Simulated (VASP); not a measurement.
# Fe (Immm) in VASP: a series of runs

The runs below take Fe through single point, with PBE.

Program: VASP 6.6.1. These are calculated values, not measurements. Logs are shortened: lines on timing, memory, paths and dates and some standing lists are left out, and cuts for length are marked.

### 1 The cell of the first run

The structure is orthorhombic, space group Immm (No. 71). The conventional cell has a = 2.633 Å, b = 2.728 Å, c = 2.832 Å, α = 90.00°, β = 90.00°, γ = 90.00°. Fe (site symmetry mmm) has 14 Fe at 2.37 to 2.83 Å within 3.1 Å.

### 2 Single point, PBE, collinear spin, ferromagnetic start (normal strain along x -0.0367, normal strain along z -0.0700)

Input file INCAR:

```
PREC = Accurate ; ENCUT = 520
EDIFF = 1E-6 ; ISMEAR = 0
SIGMA = 0.15 ; LREAL = False
LASPH = True ; NELM = 150
ALGO = Fast ; ISIF = 2
LWAVE = False ; LCHARG = False
ISPIN = 2 ; MAGMOM = 2.44
LORBIT = 11 ; LMAXMIX = 4
GGA = PE ; NBANDS = 14
```

Input file KPOINTS:

```
Automatic mesh
0
Gamma
  10 10 10
```

Input file POSCAR:

```
Fe
1.0
   -1.3638161386      1.4157750842      1.3166708283
    1.3638161386     -1.4157750842      1.3166708283
    1.3638161386      1.4157750842     -1.3166708283
Fe
1
Direct
    0.0000000000      0.0000000000      0.0000000000
```

Potentials or basis: VASP PAW PBE potentials, release 64 (Fe).

Run with:

```bash
$ cat potpaw_PBE.64/Fe/POTCAR > POTCAR
$ mpirun -np 1 vasp_std > vasp.out
```

OUTCAR:

```text
PREC = Accurate
   ENCUT = 520
   EDIFF = 1E-6
   ISMEAR = 0
   LREAL = False
   LASPH = True
   NELM = 150
   ISIF = 2
   ISPIN = 2
   LORBIT = 11
   GGA = PE

 ion  position               nearest neighbor table
   1  0.000  0.000  0.000-

  LATTYP: Found a body centered orthorhombic cell.
 ALAT       =     2.6333416566
 B/A-ratio  =     1.0358064516
 C/A-ratio  =     1.0752688172

  Lattice vectors:

 A1 = (   1.3638161386,  -1.4157750842,   1.3166708283)
 A2 = (  -1.3638161386,  -1.4157750842,  -1.3166708283)
 A3 = (   1.3638161386,   1.4157750842,  -1.3166708283)

Analysis of symmetry for initial positions (statically):
=====================================================================
 Subroutine PRICEL returns:
 Original cell was already a primitive cell.

 Routine SETGRP: Setting up the symmetry group for a
 body centered orthorhombic supercell.

 Subroutine GETGRP returns: Found  8 space group operations
 (whereof  8 operations were pure point group operations)
 out of a pool of  8 trial point group operations.

The static configuration has the point symmetry D_2h.

Analysis of symmetry for dynamics (positions and initial velocities):
=====================================================================
 Subroutine PRICEL returns:
 Original cell was already a primitive cell.

 Routine SETGRP: Setting up the symmetry group for a
 body centered orthorhombic supercell.

 Subroutine GETGRP returns: Found  8 space group operations
 (whereof  8 operations were pure point group operations)
 out of a pool of  8 trial point group operations.

The dynamic configuration has the point symmetry D_2h.

Analysis of structural, dynamic, and magnetic symmetry:
=====================================================================
 Subroutine PRICEL returns:
 Original cell was already a primitive cell.

 Routine SETGRP: Setting up the symmetry group for a
 body centered orthorhombic supercell.

 Subroutine GETGRP returns: Found  8 space group operations
 (whereof  8 operations were pure point group operations)
 out of a pool of  8 trial point group operations.

The overall configuration has the point symmetry D_2h.

 Subroutine INISYM returns: Found  8 space group operations
 (whereof  8 operations are pure point group operations),
 and found     1 'primitive' translations

----------------------------------------------------------------------------------------

                                     Primitive cell

  volume of cell :      10.1692

  direct lattice vectors                    reciprocal lattice vectors
    -1.363816139  1.415775084  1.316670828     0.000000000  0.353163441  0.379745635
     1.363816139 -1.415775084  1.316670828     0.366618334  0.000000000  0.379745635
     1.363816139  1.415775084 -1.316670828     0.366618334  0.353163441  0.000000000

  length of vectors
     2.366016826  2.366016826  2.366016826     0.518585734  0.527840648  0.509051489

  position of ions in fractional coordinates (direct lattice)
     0.000000000  0.000000000  0.000000000

  ion indices of the primitive-cell ions
   primitive index   ion index
                 1           1

----------------------------------------------------------------------------------------

 KPOINTS: Automatic mesh

Automatic generation of k-mesh.
 Grid dimensions read from file:
 generate k-points for:   10   10   10

 Generating k-lattice:

  Cartesian coordinates                     Fractional coordinates (reciprocal lattice)
     0.000000000  0.035316344  0.037974564     0.100000000  0.000000000 -0.000000000
     0.036661833  0.000000000  0.037974564     0.000000000  0.100000000  0.000000000
     0.036661833  0.035316344  0.000000000    -0.000000000  0.000000000  0.100000000

  Length of vectors
     0.051858573  0.052784065  0.050905149

  Shift w.r.t. Gamma in fractional coordinates (k-lattice)
     0.000000000  0.000000000  0.000000000

 Subroutine IBZKPT returns following result:
 ===========================================

 Found    171 irreducible k-points:

 Following reciprocal coordinates:
            Coordinates               Weight
  0.000000  0.000000  0.000000      1.000000
  0.100000 -0.000000  0.000000      4.000000
  0.200000 -0.000000  0.000000      4.000000
  0.300000  0.000000  0.000000      4.000000
  0.400000  0.000000 -0.000000      4.000000
  0.500000 -0.000000  0.000000      2.000000
[... 16 lines left out ...]
 -0.400000  0.200000  0.000000      8.000000
 -0.300000  0.200000  0.000000      8.000000
 [... further k-points ...]
   k-points           NKPTS =    171   k-points in BZ     NKDIM =    171   number of bands    NBANDS=     14
   number of dos      NEDOS =    301   number of ions     NIONS =      1
   total plane-waves  NPLWV =   5832
   dimension x,y,z NGX =    18 NGY =   18 NGZ =   18
   dimension x,y,z NGXF=    36 NGYF=   36 NGZF=   36
   ions per type =               1
   NGX,Y,Z   is equivalent  to a cutoff of  12.65, 12.65, 12.65 a.u.
   NGXF,Y,Z  is equivalent  to a cutoff of  25.30, 25.30, 25.30 a.u.
 SYSTEM =  unknown system
   PREC   = accura    normal or accurate (medium, high low for compatibility)
   ISTART =      0    job   : 0-new  1-cont  2-samecut
   ICHARG =      2    charge: 1-file 2-atom 10-const
   ISPIN  =      2    spin polarized calculation?
   LNONCOLLINEAR =      F non collinear calculations
   LSORBIT =      F    spin-orbit coupling
   LASPH  =      T    aspherical Exc in radial PAW
   ENCUT  =  520.0 eV  38.22 Ry    6.18 a.u.   4.40  4.40  4.40*2*pi/ulx,y,z
   NELM   =    150;   NELMIN=  2; NELMDL= -5     # of ELM steps
   EDIFF  = 0.1E-05   stopping-criterion for ELM
   LREAL  =      F    real-space projection
   EDIFFG = 0.1E-04   stopping-criterion for IOM
   NSW    =      0    number of steps for IOM
   IBRION =     -1    ionic relax: 0-MD 1-quasi-New 2-CG
   NFREE  =      0    steps in history (QN), initial steepest desc. (CG)
   ISIF   =      2    stress and relaxation
   ISYM   =      2    0-nonsym 1-usesym 2-fastsym
   POTIM  = 0.5000    time-step for ionic-motion
   TEBEG  =    0.0;   TEEND  =   0.0 temperature during run
   PSTRESS=    0.0 pullay stress
   NELECT =       8.0000    total number of electrons
   NUPDOWN=      -1.0000    fix difference up-down
   EMIN   =  10.00;   EMAX   =-10.00  energy-range for DOS
   EFERMI =   0.00;   METHOD = LEGACY
   ISMEAR =     0;   SIGMA  =   0.15  broadening in eV -4-tet -1-fermi 0-gaus
   EFERMI_NEDOS =   21; number of points for ismear=-14 and -15
   IALGO  =     68    algorithm
   IMIX   =      4    mixing-type and parameters
     AMIX     =   0.40;   BMIX     =  1.00
     AMIX_MAG =   1.60;   BMIX_MAG =  1.00
  volume/ion in A,a.u.               =      10.17        68.63
  Fermi-wavevector in a.u.,A,eV,Ry     =   1.511271  2.855888 31.074897  2.283941
  Thomas-Fermi vector in A             =   2.621350
   LORBIT       =     11    0 simple, 1 ext, 2 COOP (PROOUT), +10 PAW based schemes
   GGA     = PE    functional components
   LHFCALC =     F    Hartree Fock is set to
   AEXX    =    0.0000 exact exchange contribution
   IVDW    =     0    specifies the selected vdW correction
   LEPSILON=     F    determine dielectric tensor
   LRPA    =     F    only Hartree local field effects (RPA)
 spin polarized calculation
 RMM-DIIS sequential band-by-band and
 Gauss-broadening in eV      SIGMA  =   0.15
  energy-cutoff  :      520.00
  volume of cell :       10.17
 maximum number of plane-waves:       287
 NGX is ok and might be reduce to    18
   NGX =  9   NGY =  9   NGZ =  9

 number of electron       8.0000000 magnetization       2.0162786

 Free energy of the ion-electron system (eV)
  ---------------------------------------------------
  ext. energy  EPLUGINS =         0.00000000
  ---------------------------------------------------
  free energy    TOTEN  =        -8.14628825 eV

  energy without entropy =       -8.13587856  energy(sigma->0) =       -8.14108340

 E-fermi :   7.1445     XC(G=0): -13.7588

 val. band max:        7.1332170841   @ k =  -0.4000   0.5000   0.1000
 cond. band min:       7.1459809486   @ k =   0.5000  -0.4000   0.2000
 fundamental gap:      0.0127638646
 Fermi energy:         7.1445171091

 spin component 1

 k-point     1 :       0.0000    0.0000    0.0000
  band No.  band energies     occupation
      1      -2.0679      1.00000
      2       4.3114      1.00000
      3       4.5588      1.00000
      4       4.7670      1.00000
      5       5.7407      1.00000
      6       6.1303      1.00000
      7      32.2937      0.00000
      8      33.0794      0.00000
      9      34.0797      0.00000
     10      38.6067      0.00000
     11      39.4890      0.00000
     12      40.7112      0.00000
     13      41.5319      0.00000
     14      42.0325      0.00000
[... 375 lines left out ...]
 k-point    24 :      -0.3000    0.2000    0.0000
  band No.  band energies     occupation
      1       0.5468      1.00000
      2       3.9681      1.00000
      3       4.1193      1.00000
      4       5.5271      1.00000
      5       6.0416      1.00000
      6       6.3774      1.00000
      7      23.7641      0.00000
      8      27.7683      0.00000
      9      32.6649      0.00000
     10      34.3807      0.00000
     11      38.5343      0.00000
     12      40.3103      0.00000
     13      44.1834      0.00000
     14      46.5563      0.00000

 [... further k-points ...]

 spin component 2

 k-point     1 :       0.0000    0.0000    0.0000
  band No.  band energies     occupation
      1      -1.8719      1.00000
      2       5.9475      1.00000
      3       6.2740      1.00000
      4       6.5708      1.00000
      5       8.2641      0.00000
      6       8.8332      0.00000
      7      32.0917      0.00000
      8      32.9216      0.00000
      9      33.9238      0.00000
     10      38.9706      0.00000
     11      39.6245      0.00000
     12      41.3225      0.00000
     13      42.6357      0.00000
     14      42.6611      0.00000
[... 375 lines left out ...]
 k-point    24 :      -0.3000    0.2000    0.0000
  band No.  band energies     occupation
      1       0.8408      1.00000
      2       5.5597      1.00000
      3       5.7427      1.00000
      4       7.8316      0.00000
      5       8.1567      0.00000
      6       8.7874      0.00000
      7      24.4071      0.00000
      8      28.1127      0.00000
      9      33.2058      0.00000
     10      34.5512      0.00000
     11      38.8770      0.00000
     12      40.7878      0.00000
     13      44.5407      0.00000
     14      47.0757      0.00000

 [... further k-points ...]
[... 5 lines left out ...]
  --------------------------------------------------------------------------------------
  -------------------------------------------------------------------------------------
  Total        1.7115416      1.3518130      2.2724564      0.0000000      0.0000000      0.0000000
  in kB      269.6564015    212.9805370    358.0295352      0.0000000      0.0000000      0.0000000
  external PRESSURE =     280.2221579 kB  Pullay stress =       0.0000000 kB

 VOLUME and BASIS-vectors are now :
 -----------------------------------------------------------------------------
  energy-cutoff  :      520.00
  volume of cell :       10.17
      direct lattice vectors                 reciprocal lattice vectors
    -1.363816139  1.415775084  1.316670828     0.000000000  0.353163441  0.379745635
     1.363816139 -1.415775084  1.316670828     0.366618334  0.000000000  0.379745635
     1.363816139  1.415775084 -1.316670828     0.366618334  0.353163441  0.000000000

 POSITION                                       TOTAL-FORCE (eV/Angst)
 -----------------------------------------------------------------------------------
      0.00000      0.00000      0.00000        -0.000000     -0.000000      0.000000
 -----------------------------------------------------------------------------------
    total drift:                                0.000000      0.000000      0.000000

  FREE ENERGIE OF THE ION-ELECTRON SYSTEM (eV)
  ---------------------------------------------------
  free  energy   TOTEN  =        -8.1462882463 eV

  energy  without entropy=       -8.1358785564  energy(sigma->0) =       -8.14108340

 total charge

# of ion       s       p       d       tot
------------------------------------------
    1        0.539   0.651   6.335   7.526

 magnetization (x)

# of ion       s       p       d       tot
------------------------------------------
    1       -0.012  -0.056   2.062   1.994
```

Wall time 22 s (1 thread of Intel Xeon 6975P-C (Granite Rapids), shared host); peak memory 0.14 GiB.

Results:

| Property | Result |
| --- | --- |
| Free energy | -8.1463 eV |
| Pressure | 28.0 GPa |
| Band gap on the k mesh | zero (filled and empty bands overlap) |
| Net moment | 2.02 μB per cell |
| Site moments | Fe +1.99 μB |
| Valence electrons inside the program's atomic spheres | Fe 7.53 |

Stress tensor (GPa, compression positive):
```
26.97  0.00  0.00
 0.00 21.30  0.00
 0.00  0.00 35.80
```

Caveat: the cell differs from its parent crystal (normal strain along x -0.0367, normal strain along z -0.0700).

### 3 Single point, PBE, collinear spin, ferromagnetic start (normal strain along x -0.0367, normal strain along z -0.0467)

Input file INCAR:

```
SYSTEM = Fe
PREC = Accurate
ENCUT = 520
EDIFF = 1E-6
ISMEAR = 0
SIGMA = 0.15
LREAL = .False.
LASPH = .True.
NELM = 150
ALGO = Normal
ISIF = 2
LWAVE = .False.
LCHARG = .False.
ISPIN = 2
MAGMOM = 2.44
LORBIT = 11
LMAXMIX = 4
GGA = PE
NBANDS = 14
```

Input file KPOINTS:

```
regular mesh
0
Gamma
  10 10 10
  0 0 0
```

Input file POSCAR:

```
Fe
1.0
   -1.3638161386      1.4157750842      1.3496583878
    1.3638161386     -1.4157750842      1.3496583878
    1.3638161386      1.4157750842     -1.3496583878
Fe
1
Direct
    0.0000000000      0.0000000000      0.0000000000
```

Potentials or basis: VASP PAW PBE potentials, release 64 (Fe).

Run with:

```bash
$ cat potpaw_PBE.64/Fe/POTCAR > POTCAR
$ mpirun -np 1 vasp_std > vasp.out
```

Run time: 19 s. Hardware: 1 thread of Intel Xeon 6975P-C (Granite Rapids), shared host; peak memory 0.15 GiB.

The run converged. Its results:

```
Free energy                                           : -8.1938 eV
Pressure                                              : 20.7 GPa
Net moment                                            : 2.07 μB per cell
Site moments                                          : Fe +2.05 μB
Valence electrons inside the program's atomic spheres : Fe 7.46
```

Stress tensor (GPa, compression positive):
```
21.94  0.00  0.00
 0.00 15.74  0.00
 0.00  0.00 24.40
```

Levels at points of the mesh, in eV from the Fermi level:
Spin up:
```
           k point  band 3  band 4  band 5  band 6  band 7  band 8
(0.00, 0.00, 0.00)   -2.61   -2.40   -1.32   -1.07   25.12   25.95
(0.50, 0.00, 0.00)   -1.28   -0.86    0.33    0.47    7.99   19.21
(0.00, 0.50, 0.00)   -0.94   -0.82    0.53    0.67    8.40   18.42
(0.50, 0.50, 0.00)   -1.30   -0.95    0.23    0.46    7.87   19.44
(0.50, 0.50, 0.50)    0.11    0.21    0.23    9.34   10.84   11.28
```
Spin down:
| k point | band 1 | band 2 | band 3 | band 4 | band 5 | band 6 |
| --- | --- | --- | --- | --- | --- | --- |
| (0.00, 0.00, 0.00) | -8.87 | -0.94 | -0.85 | -0.54 | 1.28 | 1.65 |
| (0.50, 0.00, 0.00) | -4.29 | -2.13 | 0.47 | 1.19 | 1.81 | 2.56 |
| (0.00, 0.50, 0.00) | -4.29 | -2.48 | 0.82 | 1.57 | 1.87 | 2.59 |
| (0.50, 0.50, 0.00) | -4.29 | -2.02 | 0.36 | 1.12 | 1.75 | 2.56 |
| (0.50, 0.50, 0.50) | -3.81 | -3.69 | 2.22 | 2.24 | 2.25 | 9.61 |

Caveat: the cell differs from its parent crystal (normal strain along x -0.0367, normal strain along z -0.0467).
